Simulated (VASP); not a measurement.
# MgO: single point with PBEsol

MgO:

```
Mg O
1.0
     0.00000    2.10217    2.10217
     2.10217    0.00000    2.10217
     2.10217    2.10217    0.00000
Mg O
1 1
Direct
  0.00000 0.00000 0.00000
  0.50000 0.50000 0.50000
```

```yaml
Program: VASP 6.6.1
Task: single point
Functional: PBEsol
Potentials_or_basis: VASP PAW PBE potentials, release 64 (Mg_sv, O)
Cutoff: 840 eV
k_mesh: 8 × 8 × 8
Occupations: methfessel-paxton, width 0.5 eV
Spin: no spin polarisation
Dipole_correction: no
Further_INCAR_settings: ALGO = Normal; EDIFF = 1e-06; NBANDS = 15
```

| Item | Value |
| --- | --- |
| Pressure | 1.1 GPa |
| Band gap on the k mesh | 4.69 eV |

Levels at points of the mesh, in eV from the valence-band top:
| k point | band 6 | band 7 | band 8 | band 9 | band 10 | band 11 |
| --- | --- | --- | --- | --- | --- | --- |
| (0.00, 0.00, 0.00) | 0.00 | 0.00 | 0.00 | 4.69 | 15.67 | 15.67 |
| (0.50, 0.00, 0.00) | -4.70 | -0.67 | -0.67 | 7.79 | 12.57 | 16.24 |
| (0.50, 0.50, 0.00) | -4.14 | -1.37 | -1.37 | 8.94 | 9.95 | 13.03 |

Wall time 13 s on 1 thread of Intel(R) Xeon(R) Platinum 8259CL CPU @ 2.50GHz (Skylake/Cascade Lake), with other jobs on the host, peak memory 0.16 GiB.

Caveat: so wide a smearing shifts energies and pressures; the PAW data sets were made with another functional, which shifts forces and pressure a little.
